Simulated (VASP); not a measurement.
# ZrO2 (Fm-3m) in VASP: further runs

Aim: see how the results for ZrO2 move with the level of theory and the settings. Levels: PBEsol, PBE. Tasks: single point.

Everything below comes from runs of VASP 6.6.1. Logs are shortened: lines on timing, memory, paths and dates and some standing lists are left out, and cuts for length are marked.

## (1) The cell of the first run

It takes space group Fm-3m (No. 225, cubic). Conventional cell: a = 5.071 Å, b = 5.071 Å, c = 5.071 Å, α = 90.00°, β = 90.00°, γ = 90.00°. Within 2.9 Å of Zr (site symmetry m-3m) lie 8 O at 2.20 Å. Within 2.9 Å of O (site symmetry -43m) lie 4 Zr at 2.20 Å and 6 O at 2.54 Å.

## (2) Single point, PBEsol

INCAR

```
PREC     = Accurate       # precision mode
ENCUT    = 600            # plane-wave cutoff, eV
EDIFF    = 1E-6           # SCF threshold, eV
ISMEAR   = 0              # smearing method
SIGMA    = 0.01           # smearing width, eV
LREAL    = F              # projectors in reciprocal space
LASPH    = T              # aspherical terms in the spheres
NELM     = 120            # most SCF steps
ALGO     = Normal         # electronic algorithm
ISIF     = 2              # what is computed and relaxed
LWAVE    = F              # write WAVECAR
LCHARG   = T              # write CHGCAR
GGA      = PS             # functional
LELF     = T              # ELF
LVHAR    = T            
NBANDS   = 19             # bands
GGA_COMPAT= F
```

KPOINTS

```
Automatic mesh
0
Gamma
  6 6 6
```

POSCAR

```
ZrO2
1.0
    0.0000000000      2.5356849173      2.5356849173
    2.5356849173      0.0000000000      2.5356849173
    2.5356849173      2.5356849173      0.0000000000
Zr O
1 2
Direct
    0.0000000000      0.0000000000      0.0000000000
    0.2500000000      0.2500000000      0.2500000000
    0.7500000000      0.7500000000      0.7500000000
```

Potentials or basis: VASP PAW PBE potentials, release 64 (Zr_sv, O).

Run with:

```
cat potpaw_PBE.64/Zr_sv/POTCAR potpaw_PBE.64/O/POTCAR > POTCAR
mpirun -np 1 vasp_std > vasp.out
```

OUTCAR:

```text
PREC = Accurate
   ENCUT = 600
   EDIFF = 1E-6
   ISMEAR = 0
   LREAL = F
   LASPH = T
   NELM = 120
   ISIF = 2
   GGA = PS

 ion  position               nearest neighbor table
   1  0.000  0.000  0.000-   2 2.20   3 2.20   3 2.20   3 2.20   3 2.20   2 2.20   2 2.20   2 2.20

   2  0.250  0.250  0.250-   1 2.20   1 2.20   1 2.20   1 2.20
   3  0.750  0.750  0.750-   1 2.20   1 2.20   1 2.20   1 2.20

  LATTYP: Found a face centered cubic cell.
 ALAT       =     5.0713698346

  Lattice vectors:

 A1 = (   0.0000000000,   2.5356849173,   2.5356849173)
 A2 = (   2.5356849173,   0.0000000000,   2.5356849173)
 A3 = (   2.5356849173,   2.5356849173,   0.0000000000)

Analysis of symmetry for initial positions (statically):
=====================================================================
 Subroutine PRICEL returns:
 Original cell was already a primitive cell.

 Routine SETGRP: Setting up the symmetry group for a
 face centered cubic supercell.

 Subroutine GETGRP returns: Found 48 space group operations
 (whereof 48 operations were pure point group operations)
 out of a pool of 48 trial point group operations.

The static configuration has the point symmetry O_h .

Analysis of symmetry for dynamics (positions and initial velocities):
=====================================================================
 Subroutine PRICEL returns:
 Original cell was already a primitive cell.

 Routine SETGRP: Setting up the symmetry group for a
 face centered cubic supercell.

 Subroutine GETGRP returns: Found 48 space group operations
 (whereof 48 operations were pure point group operations)
 out of a pool of 48 trial point group operations.

The dynamic configuration has the point symmetry O_h .

 Subroutine INISYM returns: Found 48 space group operations
 (whereof 48 operations are pure point group operations),
 and found     1 'primitive' translations

----------------------------------------------------------------------------------------

                                     Primitive cell

  volume of cell :      32.6074

  direct lattice vectors                    reciprocal lattice vectors
     0.000000000  2.535684917  2.535684917    -0.197185382  0.197185382  0.197185382
     2.535684917  0.000000000  2.535684917     0.197185382 -0.197185382  0.197185382
     2.535684917  2.535684917  0.000000000     0.197185382  0.197185382 -0.197185382

  length of vectors
[... 73 lines left out ...]
   ENCUT  =  600.0 eV  44.10 Ry    6.64 a.u.   7.16  7.16  7.16*2*pi/ulx,y,z
   NELM   =    120;   NELMIN=  2; NELMDL= -5     # of ELM steps
   EDIFF  = 0.1E-05   stopping-criterion for ELM
   LREAL  =      F    real-space projection
   EDIFFG = 0.1E-04   stopping-criterion for IOM
   NSW    =      0    number of steps for IOM
   IBRION =     -1    ionic relax: 0-MD 1-quasi-New 2-CG
   NFREE  =      0    steps in history (QN), initial steepest desc. (CG)
   ISIF   =      2    stress and relaxation
   ISYM   =      2    0-nonsym 1-usesym 2-fastsym
   POTIM  = 0.5000    time-step for ionic-motion
   TEBEG  =    0.0;   TEEND  =   0.0 temperature during run
   PSTRESS=    0.0 pullay stress
   NELECT =      24.0000    total number of electrons
   NUPDOWN=      -1.0000    fix difference up-down
   EMIN   =  10.00;   EMAX   =-10.00  energy-range for DOS
   EFERMI =   0.00;   METHOD = LEGACY
   ISMEAR =     0;   SIGMA  =   0.01  broadening in eV -4-tet -1-fermi 0-gaus
   EFERMI_NEDOS =   21; number of points for ismear=-14 and -15
   IALGO  =     38    algorithm
   IMIX   =      4    mixing-type and parameters
     AMIX     =   0.40;   BMIX     =  1.00
     AMIX_MAG =   1.60;   BMIX_MAG =  1.00
  volume/ion in A,a.u.               =      10.87        73.35
  Fermi-wavevector in a.u.,A,eV,Ry     =   1.478110  2.793222 29.726116  2.184808
  Thomas-Fermi vector in A             =   2.592431
   LORBIT       =      0    0 simple, 1 ext, 2 COOP (PROOUT), +10 PAW based schemes
   GGA     = PS    functional components
   LHFCALC =     F    Hartree Fock is set to
   AEXX    =    0.0000 exact exchange contribution
   IVDW    =     0    specifies the selected vdW correction
   LEPSILON=     F    determine dielectric tensor
   LRPA    =     F    only Hartree local field effects (RPA)
 non-spin polarized calculation
 Gauss-broadening in eV      SIGMA  =   0.01
  energy-cutoff  :      600.00
  volume of cell :       32.61
 maximum number of plane-waves:      1113
 NGX is ok and might be reduce to    30
   NGX = 15   NGY = 15   NGZ = 15

 number of electron      23.9999996 magnetization

 Free energy of the ion-electron system (eV)
  ---------------------------------------------------
  ext. energy  EPLUGINS =         0.00000000
  ---------------------------------------------------
  free energy    TOTEN  =       -29.92937839 eV

  energy without entropy =      -29.92937839  energy(sigma->0) =      -29.92937839

 E-fermi :   7.3997     XC(G=0): -12.1160

 val. band max:        7.2118489145   @ k =   0.5000   0.5000   0.0000
 cond. band min:      10.5238669562   @ k =   0.0000   0.0000   0.0000
 fundamental gap:      3.3120180417
 Fermi energy:         7.3997215566

 k-point     1 :       0.0000    0.0000    0.0000
  band No.  band energies     occupation
      1     -40.6859      2.00000
      2     -18.5490      2.00000
      3     -18.5490      2.00000
      4     -18.5490      2.00000
      5     -10.9803      2.00000
      6      -8.3283      2.00000
[... 329 lines left out ...]
      6      -8.9480      2.00000
[... 11 lines left out ...]
     18      19.6807      0.00000
     19      22.0127      0.00000

------------------------ aborting loop because EDIFF is reached ----------------------------------------

  FORCE on cell =-STRESS in cart. coord.  units (eV):
  Direction    XX          YY          ZZ          XY          YZ          ZX
  --------------------------------------------------------------------------------------
  -------------------------------------------------------------------------------------
  Total       -0.1740591     -0.1740591     -0.1740591     -0.0000000      0.0000000      0.0000000
  in kB       -8.5524658     -8.5524658     -8.5524658     -0.0000000      0.0000000      0.0000000
  external PRESSURE =      -8.5524658 kB  Pullay stress =       0.0000000 kB

 VOLUME and BASIS-vectors are now :
 -----------------------------------------------------------------------------
  energy-cutoff  :      600.00
  volume of cell :       32.61
      direct lattice vectors                 reciprocal lattice vectors
     0.000000000  2.535684917  2.535684917    -0.197185382  0.197185382  0.197185382
     2.535684917  0.000000000  2.535684917     0.197185382 -0.197185382  0.197185382
     2.535684917  2.535684917  0.000000000     0.197185382  0.197185382 -0.197185382

 POSITION                                       TOTAL-FORCE (eV/Angst)
 -----------------------------------------------------------------------------------
      0.00000      0.00000      0.00000         0.000000      0.000000      0.000000
      1.26784      1.26784      1.26784        -0.000000     -0.000000     -0.000000
      3.80353      3.80353      3.80353         0.000000     -0.000000      0.000000
 -----------------------------------------------------------------------------------
    total drift:                                0.000000     -0.000000      0.000000

  FREE ENERGIE OF THE ION-ELECTRON SYSTEM (eV)
  ---------------------------------------------------
  free  energy   TOTEN  =       -29.9293783943 eV

  energy  without entropy=      -29.9293783943  energy(sigma->0) =      -29.92937839
```

OSZICAR:

```text
N       E                     dE             d eps       ncg     rms          rms(c)
DAV:   1     0.195884262888E+03    0.19588E+03   -0.15657E+04   608   0.146E+03
DAV:   2    -0.258293107438E+02   -0.22171E+03   -0.21628E+03   755   0.360E+02
DAV:   3    -0.355676667508E+02   -0.97384E+01   -0.96878E+01   889   0.720E+01
DAV:   4    -0.357579663085E+02   -0.19030E+00   -0.19000E+00   798   0.911E+00
DAV:   5    -0.357616676525E+02   -0.37013E-02   -0.37011E-02   760   0.107E+00    0.250E+01
DAV:   6    -0.300721555591E+02    0.56895E+01   -0.20722E+01   646   0.377E+01    0.917E+00
DAV:   7    -0.299799540315E+02    0.92202E-01   -0.96265E-01   742   0.749E+00    0.720E+00
DAV:   8    -0.299476564139E+02    0.32298E-01   -0.36458E-01   668   0.553E+00    0.293E+00
DAV:   9    -0.299288321304E+02    0.18824E-01   -0.61605E-02   637   0.218E+00    0.426E-01
DAV:  10    -0.299295585307E+02   -0.72640E-03   -0.47495E-03   742   0.673E-01    0.339E-01
DAV:  11    -0.299293675361E+02    0.19099E-03   -0.77121E-04   644   0.280E-01    0.300E-02
DAV:  12    -0.299293853945E+02   -0.17858E-04   -0.57307E-05   752   0.553E-02    0.542E-02
DAV:  13    -0.299293778219E+02    0.75726E-05   -0.21043E-05   729   0.380E-02    0.457E-03
DAV:  14    -0.299293783943E+02   -0.57242E-06   -0.18054E-06   574   0.141E-02
   1 F= -.29929378E+02 E0= -.29929378E+02  d E =-.402670-157
```

stdout:

```text
POSCAR found type information on POSCAR ZrO
 POSCAR found :  2 types and       3 ions
 scaLAPACK will be used
 -----------------------------------------------------------------------------
|                                                                             |
|                                                                             |
|     You enforced a specific xc type in the INCAR file but a different       |
|     I HOPE YOU KNOW WHAT YOU ARE DOING!                                     |
|                                                                             |
 -----------------------------------------------------------------------------

 LDA part: xc-table for (Slater+PW92), standard interpolation
 POSCAR, INCAR and KPOINTS ok, starting setup
 FFT: planning ... GRIDC
 FFT: planning ... GRID_SOFT
 FFT: planning ... GRID
 WAVECAR not read
 entering main loop
```

Wall time 32 s (1 thread of Intel Xeon 8259CL, shared host); peak memory 0.17 GiB.

Results:

```yaml
Free_energy: -29.9294 eV
Pressure: -0.9 GPa
Band_gap_on_the_k_mesh: 3.31 eV (least direct gap 3.74 eV)
```

Caveat: the PAW data sets were made with another functional, which shifts forces and pressure a little. A k mesh can miss the band edges.

## (3) Single point, PBE

INCAR

```
ALGO = Normal
EDIFF = 1E-6
ENCUT = 600
GGA = PE
GGA_COMPAT = F
ISIF = 2
ISMEAR = 0
LASPH = T
LCHARG = F
LREAL = F
LWAVE = F
NBANDS = 19
NELM = 120
PREC = Accurate
SIGMA = 0.01
```

KPOINTS

```
k-points
0
Gamma
  8 8 8
```

POSCAR is that of step 2.

Potentials or basis: VASP PAW PBE potentials, release 64 (Zr_sv, O).

Run with:

```
cat potpaw_PBE.64/Zr_sv/POTCAR potpaw_PBE.64/O/POTCAR > POTCAR
mpirun -np 1 vasp_std > vasp.out
```

OUTCAR:

```text
EDIFF = 1E-6
   ENCUT = 600
   GGA = PE
   ISIF = 2
   ISMEAR = 0
   LASPH = T
   LREAL = F
   NELM = 120
   PREC = Accurate

 ion  position               nearest neighbor table
   1  0.000  0.000  0.000-   2 2.20   3 2.20   3 2.20   3 2.20   3 2.20   2 2.20   2 2.20   2 2.20

   2  0.250  0.250  0.250-   1 2.20   1 2.20   1 2.20   1 2.20
   3  0.750  0.750  0.750-   1 2.20   1 2.20   1 2.20   1 2.20

  LATTYP: Found a face centered cubic cell.
[... 723 lines left out ...]

  FORCE on cell =-STRESS in cart. coord.  units (eV):
  Direction    XX          YY          ZZ          XY          YZ          ZX
  --------------------------------------------------------------------------------------
  -------------------------------------------------------------------------------------
  Total        1.3508415      1.3508415      1.3508415      0.0000000      0.0000000     -0.0000000
  in kB       66.3741707     66.3741707     66.3741707      0.0000000      0.0000000     -0.0000000
  external PRESSURE =      66.3741707 kB  Pullay stress =       0.0000000 kB

 VOLUME and BASIS-vectors are now :
 -----------------------------------------------------------------------------
  energy-cutoff  :      600.00
  volume of cell :       32.61
      direct lattice vectors                 reciprocal lattice vectors
     0.000000000  2.535684917  2.535684917    -0.197185382  0.197185382  0.197185382
     2.535684917  0.000000000  2.535684917     0.197185382 -0.197185382  0.197185382
     2.535684917  2.535684917  0.000000000     0.197185382  0.197185382 -0.197185382

 POSITION                                       TOTAL-FORCE (eV/Angst)
 -----------------------------------------------------------------------------------
      0.00000      0.00000      0.00000        -0.000000     -0.000000     -0.000000
      1.26784      1.26784      1.26784        -0.000000     -0.000000     -0.000000
      3.80353      3.80353      3.80353         0.000000      0.000000      0.000000
 -----------------------------------------------------------------------------------
    total drift:                                0.000000     -0.000000      0.000000

  FREE ENERGIE OF THE ION-ELECTRON SYSTEM (eV)
  ---------------------------------------------------
  free  energy   TOTEN  =       -28.5530811086 eV

  energy  without entropy=      -28.5530811086  energy(sigma->0) =      -28.55308111
```

OSZICAR:

```text
N       E                     dE             d eps       ncg     rms          rms(c)
DAV:   1     0.206028961449E+03    0.20603E+03   -0.15710E+04  1102   0.146E+03
DAV:   2    -0.235948838704E+02   -0.22962E+03   -0.22275E+03  1292   0.367E+02
DAV:   3    -0.345025420913E+02   -0.10908E+02   -0.10829E+02  1480   0.775E+01
DAV:   4    -0.348614126901E+02   -0.35887E+00   -0.35788E+00  1558   0.105E+01
DAV:   5    -0.348656279376E+02   -0.42152E-02   -0.42146E-02  1360   0.122E+00    0.248E+01
DAV:   6    -0.286391895723E+02    0.62264E+01   -0.22940E+01  1179   0.397E+01    0.860E+00
DAV:   7    -0.285826661752E+02    0.56523E-01   -0.96644E-01  1330   0.768E+00    0.696E+00
DAV:   8    -0.285729573440E+02    0.97088E-02   -0.36431E-01  1207   0.567E+00    0.313E+00
DAV:   9    -0.285520590646E+02    0.20898E-01   -0.59454E-02  1206   0.219E+00    0.328E-01
DAV:  10    -0.285532878804E+02   -0.12288E-02   -0.64164E-03  1305   0.757E-01    0.371E-01
DAV:  11    -0.285530546012E+02    0.23328E-03   -0.87791E-04  1216   0.303E-01    0.463E-02
DAV:  12    -0.285530909086E+02   -0.36307E-04   -0.84718E-05  1234   0.717E-02    0.628E-02
DAV:  13    -0.285530803376E+02    0.10571E-04   -0.40467E-05  1305   0.517E-02    0.707E-03
DAV:  14    -0.285530814658E+02   -0.11282E-05   -0.40830E-06  1250   0.206E-02    0.125E-02
DAV:  15    -0.285530811086E+02    0.35722E-06   -0.95590E-07   897   0.914E-03
   1 F= -.28553081E+02 E0= -.28553081E+02  d E =-.278565E-31
```

stdout:

```text
POSCAR found type information on POSCAR ZrO
 POSCAR found :  2 types and       3 ions
 scaLAPACK will be used
 LDA part: xc-table for (Slater+PW92), standard interpolation
 POSCAR, INCAR and KPOINTS ok, starting setup
 FFT: planning ... GRIDC
 FFT: planning ... GRID_SOFT
 FFT: planning ... GRID
 WAVECAR not read
 entering main loop
```

Run time: 52 s. Hardware: 1 thread of Intel Xeon 8259CL, shared host; peak memory 0.18 GiB.

What came out:

```
Free energy            : -28.5531 eV
Pressure               : 6.6 GPa
Band gap on the k mesh : 3.38 eV (least direct gap 3.84 eV)
```

Levels at points of the mesh, in eV from the valence-band top:
```csv
k point,band 10,band 11,band 12,band 13,band 14,band 15
"(0.00, 0.00, 0.00)",-0.53,-0.53,-0.53,3.38,3.38,6.66
"(0.50, 0.00, 0.00)",-2.48,-1.65,-1.65,4.04,4.04,6.19
"(0.50, 0.50, 0.00)",-1.53,-1.53,0.00,3.84,4.80,5.93
```

Caveat: the cell stands under pressure.
